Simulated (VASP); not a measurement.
CdSe, 2 atoms in the cell. It takes space group R3m (No. 160, trigonal). The conventional cell has a = 4.381 Å, b = 4.381 Å, c = 10.530 Å, α = 90.00°, β = 90.00°, γ = 120.00°. Within 3.5 Å of Cd (site symmetry 3m) lie 4 Se at 2.66 to 2.67 Å. Within 3.5 Å of Se (site symmetry 3m) lie 4 Cd at 2.66 to 2.67 Å. 

| Quantity | Value |
| --- | --- |
| Program | VASP 6.6.1 |
| Task | single point |
| Functional | r2SCAN |
| Potentials or basis | VASP PAW PBE potentials, release 64 (Cd, Se) |
| Cutoff | 550 eV |
| k mesh | 6 × 6 × 6 |
| Occupations | gaussian, width 0.01 eV |
| Spin | non-collinear spin, zero start, spin-orbit coupling |
| Starting moments | [[0.0, 0.0, 0.0], [0.0, 0.0, 0.0]] μB |
| Dipole correction | no |
| Further INCAR settings | ALGO = Normal; EDIFF = 1e-06; NBANDS = 30 |

Potentials or basis: VASP PAW PBE potentials, release 64 (Cd, Se).

The run is started by

```bash
$ cat potpaw_PBE.64/Cd/POTCAR potpaw_PBE.64/Se/POTCAR > POTCAR
$ cp INCAR.step1 INCAR
$ mpirun -np 1 vasp_ncl > vasp.out
$ cp INCAR.step2 INCAR
$ mpirun -np 1 vasp_ncl > vasp.out
```

Hardware: 1 thread of Oxide Virtual Turin-like Processor (shared host).

Question: How long does it take, and how much memory?

Answer: Wall time 30 min on 1 thread of Oxide Virtual Turin-like Processor, on a shared host, peak memory 0.52 GiB. Counts: k points 56.
